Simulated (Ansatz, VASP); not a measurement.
**GdO in VASP and in Ansatz**

Contents of INCAR:

```
PREC     = Accurate       # precision mode
ENCUT    = 520            # plane-wave cutoff, eV
EDIFF    = 1E-7           # SCF threshold, eV
ISMEAR   = 0              # smearing method
SIGMA    = 0.05           # smearing width, eV
LREAL    = False          # projectors in reciprocal space
LASPH    = True           # aspherical terms in the spheres
NELM     = 150            # most SCF steps
ALGO     = Normal         # electronic algorithm
ISIF     = 2              # what is computed and relaxed
LWAVE    = False          # write WAVECAR
LCHARG   = True           # write CHGCAR
ISPIN    = 2              # spin polarisation
MAGMOM   = -2.09 0        # initial moments
LORBIT   = 11             # projections on sites
LMAXMIX  = 6              # l up to which the mixer works
LDAU     = True           # DFT+U
LDAUTYPE = 2            
LDAUL    = 3 -1           # shell
LDAUU    = 5 0            # U, eV
LDAUJ    = 0 0          
LDAUPRINT= 1            
GGA      = PS             # functional
LELF     = True           # ELF
LVHAR    = True         
NBANDS   = 23             # bands
```

File KPOINTS:

```
Automatic mesh
0
Gamma
  6 6 6
```

The input POSCAR:

```
GdO
1.0
    0.0000000000      2.7000000000      2.7000000000
    2.7000000000      0.0000000000      2.7000000000
    2.7000000000      2.7000000000      0.0000000000
Gd O
1 1
Direct
    0.0000000000      0.0000000000      0.0000000000
    0.2500000000      0.2500000000      0.2500000000
```

Contents of input.yaml:

```yaml
crystal:
  lattice:
    - [0.0, 2.7, 2.7]
    - [2.7, 0.0, 2.7]
    - [2.7, 2.7, 0.0]
  atoms:
    - { symbol: Gd, position: [0.0, 0.0, 0.0], spin: -2.09 }
    - { symbol: O, position: [0.25, 0.25, 0.25] }
hamiltonian:
  xc: pbesol
  pseudopotentials: { kind: paw }
  hubbard: { sites: [{ species: Gd, l: f, u_eff: 5.0 }] }
magnetization:
  spin_polarized: true
kpoints:
  mp_grid: { grid: [6, 6, 6] }
scf:
  occupations: { method: gaussian, width: 0.05 }
output:
  forces: true
  stress: true
  eigenvalues: true
```

Alike in both runs: task single point; functional PBEsol; k mesh 6 × 6 × 6; occupations gaussian, width 0.05 eV; collinear spin; Hubbard terms Gd f U = 5.0 eV.

```csv
,VASP,Ansatz
version,VASP 6.6.1,Ansatz 0.2.0
potentials or method,"VASP PAW PBE potentials, release 64 (Gd, O)",Ansatz PAW
plane-wave cutoff (eV),520,420
valence electrons in the cell,24,24
```

Ansatz gave:

| Item | Value |
| --- | --- |
| gap on the k mesh at the Fermi level (eV) | none |
| pressure (GPa) | -4.0 |
| net moment per atom (μB) | 3.93 |
| size of the moment on the site where the two differ most (μB) | 7.01 |

What did VASP give for the same quantities?

gap on the k mesh at the Fermi level (eV): none; pressure (GPa): -3.9; net moment per atom (μB): 3.94; size of the moment on the site where the two differ most (μB): 7.07.

VASP's potentials were made for PBE, not for PBEsol. Site moments also hang on the region over which each program counts them. The programs project onto different local orbitals, so the same U acts differently, and such runs can settle in different states. A gap of «none» marks a metal or a gap that the smearing closes.

Spin-orbit coupling is off throughout. Noted on Ansatz's run: the magnetic or orbital state may not be the lowest.
